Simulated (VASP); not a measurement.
A run of VASP 6.6.1:

Contents of POSCAR:

```
ZrCu
1.0
    3.1789323198      0.0000000000      0.0000000000
    0.0000000000      3.1789323198      0.0000000000
    0.0000000000      0.0000000000      3.1789323198
Zr Cu
1 1
Direct
    0.5000000000      0.5000000000      0.5000000000
    0.0000000000      0.0000000000      0.0000000000
```

Contents of INCAR.step1:

```
PREC = Accurate ; ENCUT = 520
ISMEAR = 1 ; SIGMA = 0.1
LREAL = False ; LASPH = True
NELM = 60 ; NBANDS = 18
GGA = PE ; ALGO = Normal
EDIFF = 1E-4 ; LWAVE = True
LCHARG = False
```

INCAR.step2

```
PREC = Accurate ; ENCUT = 520
EDIFF = 1E-6 ; ISMEAR = 1
SIGMA = 0.1 ; LREAL = False
LASPH = True ; NELM = 60
ALGO = Normal ; ISIF = 2
LWAVE = False ; LCHARG = False
METAGGA = R2SCAN ; LMIXTAU = True
NBANDS = 18 ; ISTART = 1
```

The input KPOINTS:

```
Automatic mesh
0
Gamma
  9 9 9
```

Potentials or basis: VASP PAW PBE potentials, release 64 (Zr_sv, Cu).

Command:

```bash
$ cat potpaw_PBE.64/Zr_sv/POTCAR potpaw_PBE.64/Cu/POTCAR > POTCAR
$ cp INCAR.step1 INCAR
$ mpirun -np 1 vasp_std > vasp.out
$ cp INCAR.step2 INCAR
$ mpirun -np 1 vasp_std > vasp.out
```

Hardware: 1 thread of AMD EPYC 9R14 (Zen 4) (shared host).

**Question.** Estimate the wall time of this run.

**Answer.** Run time: 52 s on 1 thread of AMD EPYC 9R14 (Zen 4), on a shared host, peak memory 0.12 GiB. Counts: k points 35.
